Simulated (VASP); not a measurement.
Write the native input for VASP 6.6.1 that does the following.

```yaml
Task: single point
Functional: revPBE
Potentials_or_basis: VASP PAW PBE potentials, release 64 (C)
Cutoff: 600 eV
k_mesh: 20 × 20 × 20
Occupations: fermi-dirac, width 0.1 eV
Spin: no spin polarisation
Dipole_correction: no
Further_INCAR_settings: ALGO = Normal; EDIFF = 1e-06; NBANDS = 8
```

The structure of C lies in POSCAR:

```
C
1.0
    1.7014253001      0.0000000000      0.0000000000
    0.0000000000      1.7014253001      0.0000000000
    0.0000000000      0.0000000000      1.7014253001
C
1
Direct
    0.0000000000      0.0000000000      0.0000000000
```

These files were run (other wordings do the same):

INCAR

```
PREC = Accurate ; ENCUT = 600
EDIFF = 1E-6 ; ISMEAR = -1
SIGMA = 0.1 ; LREAL = F
LASPH = T ; NELM = 120
ALGO = Normal ; ISIF = 2
LWAVE = F ; LCHARG = F
GGA = RE ; NBANDS = 8
GGA_COMPAT = F
```

KPOINTS

```
regular mesh
0
Gamma
  20 20 20
```

Potentials or basis: VASP PAW PBE potentials, release 64 (C).

Launch:

```sh
$ cat potpaw_PBE.64/C/POTCAR > POTCAR
$ mpirun -np 1 vasp_std > vasp.out
```

It gave:

| Quantity | Value |
| --- | --- |
| Pressure | 55.9 GPa |
| Band gap on the k mesh | zero (bands 2 and 3 overlap by 12.55 eV) |

Caveat: the cell stands under pressure; the PAW data sets were made with another functional, which shifts forces and pressure a little.

Run time: 5.4 s on 1 thread of Intel(R) Xeon(R) Platinum 8259CL CPU @ 2.50GHz (Skylake/Cascade Lake), on a shared host, peak memory 0.11 GiB.
